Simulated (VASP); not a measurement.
# Pb (Fd-3m) in VASP: a series of runs

Runs on Pb. Level: LDA. Tasks: single point.

Everything below comes from runs of VASP 6.6.1. Logs are shortened: lines on timing, memory, paths and dates and some standing lists are left out, and cuts for length are marked.

### Step 1. The cell of the first run

It takes space group Fd-3m (No. 227, cubic). Conventional cell: a = 6.761 Å, b = 6.761 Å, c = 6.761 Å, α = 90.00°, β = 90.00°, γ = 90.00°. Pb (site symmetry -43m) has 4 Pb at 2.93 Å within 3.9 Å.

### Step 2. Single point, LDA (volume scaled by 0.95)

INCAR

```
ALGO = Normal
EDIFF = 1E-6
ENCUT = 520
GGA = CA
ISIF = 2
ISMEAR = -1
LASPH = True
LCHARG = True
LELF = True
LREAL = False
LVHAR = True
LWAVE = False
NBANDS = 21
NELM = 80
PREC = Accurate
SIGMA = 0.05
```

KPOINTS

```
k-points
0
Gamma
  8 8 8
```

POSCAR

```
Pb
1.0
    0.0000000000      3.3807006564      3.3807006564
    3.3807006564      0.0000000000      3.3807006564
    3.3807006564      3.3807006564      0.0000000000
Pb
2
Direct
    0.0000000000      0.0000000000      0.0000000000
    0.2500000000      0.2500000000      0.2500000000
```

Potentials or basis: VASP PAW LDA potentials, release 64 (Pb_d).

On the command line:

```sh
$ cat potpaw_LDA.64/Pb_d/POTCAR > POTCAR
$ mpirun -np 1 vasp_std > vasp.out
```

OUTCAR:

```text
EDIFF = 1E-6
   ENCUT = 520
   GGA = CA
   ISIF = 2
   ISMEAR = -1
   LASPH = True
   LREAL = False
   NELM = 80
   PREC = Accurate

 ion  position               nearest neighbor table
   1  0.000  0.000  0.000-   2 2.93   2 2.93   2 2.93   2 2.93
   2  0.250  0.250  0.250-   1 2.93   1 2.93   1 2.93   1 2.93

  LATTYP: Found a face centered cubic cell.
 ALAT       =     6.7614013128

  Lattice vectors:

 A1 = (   0.0000000000,   3.3807006564,   3.3807006564)
 A2 = (   3.3807006564,   0.0000000000,   3.3807006564)
 A3 = (   3.3807006564,   3.3807006564,   0.0000000000)

Analysis of symmetry for initial positions (statically):
=====================================================================
 Subroutine PRICEL returns:
 Original cell was already a primitive cell.

 Routine SETGRP: Setting up the symmetry group for a
 face centered cubic supercell.

 Subroutine GETGRP returns: Found 48 space group operations
 (whereof 24 operations were pure point group operations)
 out of a pool of 48 trial point group operations.

The static configuration has the point symmetry T_d .
 The point group associated with its full space group is O_h .

Analysis of symmetry for dynamics (positions and initial velocities):
=====================================================================
 Subroutine PRICEL returns:
 Original cell was already a primitive cell.

 Routine SETGRP: Setting up the symmetry group for a
 face centered cubic supercell.

 Subroutine GETGRP returns: Found 48 space group operations
 (whereof 24 operations were pure point group operations)
 out of a pool of 48 trial point group operations.

The dynamic configuration has the point symmetry T_d .
 The point group associated with its full space group is O_h .

 Subroutine INISYM returns: Found 48 space group operations
 (whereof 24 operations are pure point group operations),
 and found     1 'primitive' translations

----------------------------------------------------------------------------------------

                                     Primitive cell

  volume of cell :      77.2770

  direct lattice vectors                    reciprocal lattice vectors
     0.000000000  3.380700656  3.380700656    -0.147898336  0.147898336  0.147898336
     3.380700656  0.000000000  3.380700656     0.147898336 -0.147898336  0.147898336
     3.380700656  3.380700656  0.000000000     0.147898336  0.147898336 -0.147898336

  length of vectors
     4.781032719  4.781032719  4.781032719     0.256167431  0.256167431  0.256167431

  position of ions in fractional coordinates (direct lattice)
     0.000000000  0.000000000  0.000000000
     0.250000000  0.250000000  0.250000000

  ion indices of the primitive-cell ions
   primitive index   ion index
                 1           1
                 2           2

----------------------------------------------------------------------------------------

 KPOINTS: k-points

Automatic generation of k-mesh.
 Grid dimensions read from file:
 generate k-points for:    8    8    8

 Generating k-lattice:

  Cartesian coordinates                     Fractional coordinates (reciprocal lattice)
    -0.018487292  0.018487292  0.018487292     0.125000000  0.000000000  0.000000000
     0.018487292 -0.018487292  0.018487292     0.000000000  0.125000000  0.000000000
     0.018487292  0.018487292 -0.018487292     0.000000000  0.000000000  0.125000000

  Length of vectors
     0.032020929  0.032020929  0.032020929

  Shift w.r.t. Gamma in fractional coordinates (k-lattice)
     0.000000000  0.000000000  0.000000000

 Subroutine IBZKPT returns following result:
 ===========================================

 Found     29 irreducible k-points:

 Following reciprocal coordinates:
            Coordinates               Weight
  0.000000  0.000000  0.000000      1.000000
  0.125000  0.000000  0.000000      8.000000
  0.250000  0.000000  0.000000      8.000000
  0.375000  0.000000  0.000000      8.000000
  0.500000  0.000000  0.000000      4.000000
  0.125000  0.125000  0.000000      6.000000
[... 16 lines left out ...]
  0.500000  0.250000  0.125000     48.000000
 -0.375000  0.250000  0.125000     24.000000
 [... further k-points ...]
   k-points           NKPTS =     29   k-points in BZ     NKDIM =     29   number of bands    NBANDS=     21
   number of dos      NEDOS =    301   number of ions     NIONS =      2
   total plane-waves  NPLWV =  46656
   dimension x,y,z NGX =    36 NGY =   36 NGZ =   36
   dimension x,y,z NGXF=    72 NGYF=   72 NGZF=   72
   ions per type =               2
   NGX,Y,Z   is equivalent  to a cutoff of  12.52, 12.52, 12.52 a.u.
   NGXF,Y,Z  is equivalent  to a cutoff of  25.04, 25.04, 25.04 a.u.
 SYSTEM =  unknown system
   PREC   = accura    normal or accurate (medium, high low for compatibility)
   ISTART =      0    job   : 0-new  1-cont  2-samecut
   ICHARG =      2    charge: 1-file 2-atom 10-const
   ISPIN  =      1    spin polarized calculation?
   LNONCOLLINEAR =      F non collinear calculations
   LSORBIT =      F    spin-orbit coupling
   LASPH  =      T    aspherical Exc in radial PAW
   ENCUT  =  520.0 eV  38.22 Ry    6.18 a.u.   8.89  8.89  8.89*2*pi/ulx,y,z
   NELM   =     80;   NELMIN=  2; NELMDL= -5     # of ELM steps
   EDIFF  = 0.1E-05   stopping-criterion for ELM
   LREAL  =      F    real-space projection
   EDIFFG = 0.1E-04   stopping-criterion for IOM
   NSW    =      0    number of steps for IOM
   IBRION =     -1    ionic relax: 0-MD 1-quasi-New 2-CG
   NFREE  =      0    steps in history (QN), initial steepest desc. (CG)
   ISIF   =      2    stress and relaxation
   ISYM   =      2    0-nonsym 1-usesym 2-fastsym
   POTIM  = 0.5000    time-step for ionic-motion
   TEBEG  =    0.0;   TEEND  =   0.0 temperature during run
   PSTRESS=    0.0 pullay stress
   NELECT =      28.0000    total number of electrons
   NUPDOWN=      -1.0000    fix difference up-down
   EMIN   =  10.00;   EMAX   =-10.00  energy-range for DOS
   EFERMI =   0.00;   METHOD = LEGACY
   ISMEAR =    -1;   SIGMA  =   0.05  broadening in eV -4-tet -1-fermi 0-gaus
   EFERMI_NEDOS =   21; number of points for ismear=-14 and -15
   IALGO  =     38    algorithm
   IMIX   =      4    mixing-type and parameters
     AMIX     =   0.40;   BMIX     =  1.00
     AMIX_MAG =   1.60;   BMIX_MAG =  1.00
  volume/ion in A,a.u.               =      38.64       260.75
  Fermi-wavevector in a.u.,A,eV,Ry     =   1.167107  2.205513 18.533033  1.362139
  Thomas-Fermi vector in A             =   2.303612
   LORBIT       =      0    0 simple, 1 ext, 2 COOP (PROOUT), +10 PAW based schemes
   GGA     = CA    functional components
   LHFCALC =     F    Hartree Fock is set to
   AEXX    =    0.0000 exact exchange contribution
   IVDW    =     0    specifies the selected vdW correction
   LEPSILON=     F    determine dielectric tensor
   LRPA    =     F    only Hartree local field effects (RPA)
 non-spin polarized calculation
  energy-cutoff  :      520.00
  volume of cell :       77.28
 maximum number of plane-waves:      2120
   NGX = 17   NGY = 17   NGZ = 17

 number of electron      28.0000005 magnetization

 Free energy of the ion-electron system (eV)
  ---------------------------------------------------
  ext. energy  EPLUGINS =         0.00000000
  ---------------------------------------------------
  free energy    TOTEN  =        -7.88535747 eV

  energy without entropy =       -7.88135765  energy(sigma->0) =       -7.88335756

 E-fermi :   4.5870     XC(G=0):  -8.9834

 val. band max:        4.2424962764   @ k =   0.1250   0.1250   0.0000
 cond. band min:       4.5985058288   @ k =  -0.1250   0.1250   0.0000
 fundamental gap:      0.3560095525
 Fermi energy:         4.5869676624

 k-point     1 :       0.0000    0.0000    0.0000
  band No.  band energies     occupation
      1     -12.7358      2.00000
      2     -12.7358      2.00000
      3     -12.7358      2.00000
      4     -12.6468      2.00000
      5     -12.6468      2.00000
      6     -12.1554      2.00000
[... 13 lines left out ...]
     20      12.5044      0.00000
     21      12.5044      0.00000

 k-point     2 :       0.1250    0.0000    0.0000
  band No.  band energies     occupation
      1     -12.7534      2.00000
      2     -12.7534      2.00000
      3     -12.7320      2.00000
      4     -12.6216      2.00000
      5     -12.6216      2.00000
      6     -12.1822      2.00000
[... 13 lines left out ...]
     20      11.8982      0.00000
     21      11.8985      0.00000

 k-point     3 :       0.2500    0.0000    0.0000
  band No.  band energies     occupation
      1     -12.7760      2.00000
      2     -12.7760      2.00000
      3     -12.7225      2.00000
      4     -12.5822      2.00000
      5     -12.5822      2.00000
      6     -12.2142      2.00000
[... 13 lines left out ...]
     20      11.7238      0.00000
     21      11.7238      0.00000

 k-point     4 :       0.3750    0.0000    0.0000
  band No.  band energies     occupation
      1     -12.7876      2.00000
      2     -12.7876      2.00000
      3     -12.7126      2.00000
      4     -12.5577      2.00000
      5     -12.5577      2.00000
      6     -12.2308      2.00000
[... 13 lines left out ...]
     20      12.3654      0.00000
     21      12.3654      0.00000

 k-point     5 :       0.5000    0.0000    0.0000
  band No.  band energies     occupation
      1     -12.7906      2.00000
      2     -12.7906      2.00000
      3     -12.7083      2.00000
      4     -12.5509      2.00000
      5     -12.5509      2.00000
      6     -12.2344      2.00000
[... 13 lines left out ...]
     20      12.6107      0.00000
     21      13.0792      0.00000

 k-point     6 :       0.1250    0.1250    0.0000
  band No.  band energies     occupation
      1     -12.7529      2.00000
      2     -12.7486      2.00000
      3     -12.7486      2.00000
      4     -12.6265      2.00000
      5     -12.5951      2.00000
      6     -12.2395      2.00000
[... 13 lines left out ...]
     20      10.8566      0.00000
     21      12.8779      0.00000

 k-point     7 :       0.2500    0.1250    0.0000
  band No.  band energies     occupation
      1     -12.7825      2.00000
      2     -12.7669      2.00000
      3     -12.7328      2.00000
      4     -12.5944      2.00000
      5     -12.5500      2.00000
      6     -12.2908      2.00000
[... 13 lines left out ...]
     20      11.1121      0.00000
     21      12.6008      0.00000
[... 291 lines left out ...]
      1     -12.8494      2.00000
      2     -12.8141      2.00000
      3     -12.6223      2.00000
      4     -12.4896      2.00000
      5     -12.4087      2.00000
      6     -12.3883      2.00000
[... 13 lines left out ...]
     20      12.8392      0.00000
     21      14.7486      0.00000

 k-point    21 :       0.5000    0.5000    0.0000
  band No.  band energies     occupation
      1     -12.8121      2.00000
      2     -12.8121      2.00000
      3     -12.6268      2.00000
      4     -12.6268      2.00000
      5     -12.3807      2.00000
      6     -12.3807      2.00000
[... 13 lines left out ...]
     20      13.0008      0.00000
     21      14.9985      0.00000

 k-point    22 :       0.3750    0.2500    0.1250
  band No.  band energies     occupation
      1     -12.7993      2.00000
      2     -12.7945      2.00000
      3     -12.7050      2.00000
      4     -12.5641      2.00000
      5     -12.5018      2.00000
      6     -12.3450      2.00000
[... 13 lines left out ...]
     20      11.9497      0.00000
     21      12.6740      0.00000

 k-point    23 :       0.5000    0.2500    0.1250
  band No.  band energies     occupation
      1     -12.8263      2.00000
      2     -12.8085      2.00000
      3     -12.6601      2.00000
      4     -12.5296      2.00000
      5     -12.4720      2.00000
      6     -12.3681      2.00000
[... 13 lines left out ...]
     20      12.1414      0.00000
     21      13.1271      0.00000

 k-point    24 :      -0.3750    0.2500    0.1250
  band No.  band energies     occupation
      1     -12.8380      2.00000
      2     -12.8116      2.00000
      3     -12.6391      2.00000
      4     -12.5045      2.00000
      5     -12.4752      2.00000
      6     -12.3618      2.00000
[... 13 lines left out ...]
     20      12.5330      0.00000
     21      13.3277      0.00000

 [... further k-points ...]
[... 5 lines left out ...]
  --------------------------------------------------------------------------------------
  -------------------------------------------------------------------------------------
  Total        0.4926677      0.4926677      0.4926677      0.0000000     -0.0000000      0.0000000
  in kB       10.2144400     10.2144400     10.2144400      0.0000000     -0.0000000      0.0000000
  external PRESSURE =      10.2144400 kB  Pullay stress =       0.0000000 kB

 VOLUME and BASIS-vectors are now :
 -----------------------------------------------------------------------------
  energy-cutoff  :      520.00
  volume of cell :       77.28
      direct lattice vectors                 reciprocal lattice vectors
     0.000000000  3.380700656  3.380700656    -0.147898336  0.147898336  0.147898336
     3.380700656  0.000000000  3.380700656     0.147898336 -0.147898336  0.147898336
     3.380700656  3.380700656  0.000000000     0.147898336  0.147898336 -0.147898336

 POSITION                                       TOTAL-FORCE (eV/Angst)
 -----------------------------------------------------------------------------------
      0.00000      0.00000      0.00000         0.000000      0.000000      0.000000
      1.69035      1.69035      1.69035        -0.000000     -0.000000     -0.000000
 -----------------------------------------------------------------------------------
    total drift:                                0.000000      0.000000     -0.000000

  FREE ENERGIE OF THE ION-ELECTRON SYSTEM (eV)
  ---------------------------------------------------
  free  energy   TOTEN  =        -7.8853574696 eV

  energy  without entropy=       -7.8813576489  energy(sigma->0) =       -7.88335756
```

Wall time 22 s (1 thread of AMD EPYC 9R45 (Zen 5), shared host); peak memory 0.15 GiB.

What came out:

```yaml
Free_energy: -7.8854 eV
Pressure: 1.0 GPa
Band_gap_on_the_k_mesh: zero (band 14 reaches 4.96 eV, above the bottom of band 15 at 3.72 eV)
```

Levels at points of the mesh, in eV from the Fermi level:
| k point | band 10 | band 11 | band 12 | band 13 | band 14 | band 15 | band 16 | band 17 | band 18 | band 19 |
| --- | --- | --- | --- | --- | --- | --- | --- | --- | --- | --- |
| (0.00, 0.00, 0.00) | -16.70 | -11.53 | -3.73 | 0.37 | 0.37 | 0.37 | 2.38 | 2.38 | 2.38 | 4.00 |
| (0.50, 0.00, 0.00) | -16.64 | -10.07 | -7.26 | -1.03 | -0.87 | -0.87 | 3.53 | 3.53 | 5.29 | 7.60 |
| (0.50, 0.50, 0.00) | -16.61 | -8.68 | -8.68 | -2.18 | -2.18 | 0.75 | 0.75 | 7.41 | 7.41 | 8.41 |

Caveat: spin-orbit coupling is left out, which moves the levels of the heavy elements.

### Step 3. Single point, LDA (volume scaled by 0.975)

INCAR

```
SYSTEM = Pb
PREC = Accurate ; ENCUT = 520
EDIFF = 1E-7 ; ISMEAR = -1
SIGMA = 0.05 ; LREAL = .FALSE.
LASPH = .TRUE. ; NELM = 80
ALGO = Normal ; ISIF = 2
LWAVE = .FALSE. ; LCHARG = .TRUE.
GGA = CA ; LELF = .TRUE.
LVHAR = .TRUE. ; NBANDS = 21
```

KPOINTS

```
regular mesh
0
G
  8 8 8
  0 0 0
```

POSCAR

```
Pb
1.0
    0.0000000000      3.4100995290      3.4100995290
    3.4100995290      0.0000000000      3.4100995290
    3.4100995290      3.4100995290      0.0000000000
Pb
2
Direct
    0.0000000000      0.0000000000      0.0000000000
    0.2500000000      0.2500000000      0.2500000000
```

Potentials or basis: VASP PAW LDA potentials, release 64 (Pb_d).

On the command line:

```sh
$ cat potpaw_LDA.64/Pb_d/POTCAR > POTCAR
$ mpirun -np 1 vasp_std > vasp.out
```

Wall time 24 s (1 thread of AMD EPYC 9R45 (Zen 5), shared host); peak memory 0.15 GiB.

The run converged. Its results:

```
Free energy            : -7.8935 eV
Pressure               : 0.1 GPa
Band gap on the k mesh : zero (band 14 reaches 4.70 eV, above the bottom of band 15 at 3.50 eV)
```

Levels at points of the mesh, in eV from the Fermi level:
| k point | band 12 | band 13 | band 14 | band 15 | band 16 | band 17 |
| --- | --- | --- | --- | --- | --- | --- |
| (0.00, 0.00, 0.00) | -3.87 | 0.36 | 0.36 | 0.36 | 2.36 | 2.36 |
| (0.50, 0.00, 0.00) | -7.21 | -1.04 | -0.83 | -0.83 | 3.50 | 3.50 |
| (0.50, 0.50, 0.00) | -8.62 | -2.10 | -2.10 | 0.76 | 0.76 | 7.25 |

Caveat: spin-orbit coupling is left out, which moves the levels of the heavy elements.

### Step 4. Single point, LDA (volume scaled by 1.025)

INCAR

```
PREC = Accurate
ENCUT = 520
EDIFF = 1E-6
ISMEAR = -1
SIGMA = 0.05
LREAL = False
LASPH = True
NELM = 100
ALGO = Normal
ISIF = 2
LWAVE = False
LCHARG = False
NBANDS = 21
```

KPOINTS

```
regular mesh
0
Gamma
  8 8 8
```

POSCAR

```
Pb
1.0
    0.0000000000      3.4674228325      3.4674228325
    3.4674228325      0.0000000000      3.4674228325
    3.4674228325      3.4674228325      0.0000000000
Pb
2
Direct
    0.0000000000      0.0000000000      0.0000000000
    0.2500000000      0.2500000000      0.2500000000
```

Potentials or basis: VASP PAW LDA potentials, release 64 (Pb_d).

On the command line:

```sh
$ cat potpaw_LDA.64/Pb_d/POTCAR > POTCAR
$ mpirun -np 1 vasp_std > vasp.out
```

OUTCAR:

```text
PREC = Accurate
   ENCUT = 520
   EDIFF = 1E-6
   ISMEAR = -1
   LREAL = False
   LASPH = True
   NELM = 100
   ISIF = 2

 ion  position               nearest neighbor table
   1  0.000  0.000  0.000-   2 3.00   2 3.00   2 3.00   2 3.00
   2  0.250  0.250  0.250-   1 3.00   1 3.00   1 3.00   1 3.00

  LATTYP: Found a face centered cubic cell.
 ALAT       =     6.9348456650

  Lattice vectors:

 A1 = (   0.0000000000,   3.4674228325,   3.4674228325)
 A2 = (   3.4674228325,   0.0000000000,   3.4674228325)
 A3 = (   3.4674228325,   3.4674228325,   0.0000000000)
[... 187 lines left out ...]
      3     -13.2767      2.00000
      4     -13.2010      2.00000
      5     -13.2010      2.00000
      6     -12.7951      2.00000
[... 565 lines left out ...]
     20      11.6330      0.00000
     21      12.3574      0.00000

 [... further k-points ...]
[... 5 lines left out ...]
  --------------------------------------------------------------------------------------
  -------------------------------------------------------------------------------------
  Total       -0.7612560     -0.7612560     -0.7612560     -0.0000000      0.0000000     -0.0000000
  in kB      -14.6282009    -14.6282009    -14.6282009     -0.0000000      0.0000000     -0.0000000
  external PRESSURE =     -14.6282009 kB  Pullay stress =       0.0000000 kB

 VOLUME and BASIS-vectors are now :
 -----------------------------------------------------------------------------
  energy-cutoff  :      520.00
  volume of cell :       83.38
      direct lattice vectors                 reciprocal lattice vectors
     0.000000000  3.467422833  3.467422833    -0.144199316  0.144199316  0.144199316
     3.467422833  0.000000000  3.467422833     0.144199316 -0.144199316  0.144199316
     3.467422833  3.467422833  0.000000000     0.144199316  0.144199316 -0.144199316

 POSITION                                       TOTAL-FORCE (eV/Angst)
 -----------------------------------------------------------------------------------
      0.00000      0.00000      0.00000         0.000000      0.000000      0.000000
      1.73371      1.73371      1.73371        -0.000000     -0.000000     -0.000000
 -----------------------------------------------------------------------------------
    total drift:                                0.000000      0.000000     -0.000000

  FREE ENERGIE OF THE ION-ELECTRON SYSTEM (eV)
  ---------------------------------------------------
  free  energy   TOTEN  =        -7.8773242166 eV

  energy  without entropy=       -7.8730718886  energy(sigma->0) =       -7.87519805
```

Run time: 22 s. Hardware: 1 thread of AMD EPYC 9R45 (Zen 5), shared host; peak memory 0.16 GiB.

Results:

```
Free energy            : -7.8773 eV
Pressure               : -1.5 GPa
Band gap on the k mesh : zero (band 14 reaches 4.22 eV, above the bottom of band 15 at 3.11 eV)
```

Levels at points of the mesh, in eV from the Fermi level:
| k point | band 11 | band 12 | band 13 | band 14 | band 15 | band 16 | band 17 | band 18 |
| --- | --- | --- | --- | --- | --- | --- | --- | --- |
| (0.00, 0.00, 0.00) | -11.06 | -4.14 | 0.34 | 0.34 | 0.34 | 2.33 | 2.33 | 2.33 |
| (0.50, 0.00, 0.00) | -9.76 | -7.13 | -1.04 | -0.77 | -0.77 | 3.43 | 3.43 | 5.33 |
| (0.50, 0.50, 0.00) | -8.49 | -8.49 | -1.96 | -1.96 | 0.78 | 0.78 | 6.94 | 6.94 |

Caveat: spin-orbit coupling is left out, which moves the levels of the heavy elements.

(Continued in part 2 of 2.)
